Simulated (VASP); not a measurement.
La: single point with PBE

La:

```
CELL_PARAMETERS angstrom
5.38165 0.00000 0.00000
0.00000 5.38165 0.00000
0.00000 0.00000 2.47417
ATOMIC_POSITIONS crystal
La 0.50000 0.50000 0.00000
```

The cell was built from a structure type or drawn by symmetry, and may not be a known phase.

```json
{
 "Program": "VASP 6.6.1",
 "Task": "single point",
 "Functional": "PBE",
 "Potentials or basis": "VASP PAW PBE potentials, release 64 (La)",
 "Cutoff": "520 eV",
 "k mesh": "4 × 4 × 8",
 "Occupations": "gaussian, width 0.1 eV",
 "Spin": "no spin polarisation"
}
```

- Pressure: 7.7 GPa
- Band gap on the k mesh: zero (an odd number of electrons rules out a gap without spin polarisation)

Stress tensor (GPa, compression positive):
```
-2.65  0.00  0.00
 0.00 -2.65  0.00
 0.00  0.00 28.35
```

Levels at points of the mesh, in eV from the Fermi level:
```csv
k point,band 4,band 5,band 6,band 7,band 8,band 9
"(0.00, 0.00, 0.00)",-11.11,-2.17,-0.55,0.61,0.80,1.12
"(0.50, 0.00, 0.00)",-11.11,-1.45,0.26,0.34,0.36,1.13
"(0.50, 0.50, 0.00)",-11.11,-0.51,-0.49,0.95,0.95,1.14
"(0.00, 0.00, 0.50)",-15.57,-1.91,-1.91,0.70,1.42,1.50
"(0.50, 0.00, 0.50)",-15.57,-2.10,-1.90,0.80,1.48,1.48
"(0.50, 0.50, 0.50)",-15.59,-2.08,-2.08,0.89,1.45,1.53
```

Run time: 12 s on 1 thread of Intel(R) Xeon(R) 6975P-C (Granite Rapids), with other jobs on the host, peak memory 0.19 GiB.

Caveat: the cell stands under pressure; spin-orbit coupling is left out, which moves the levels of the heavy elements.
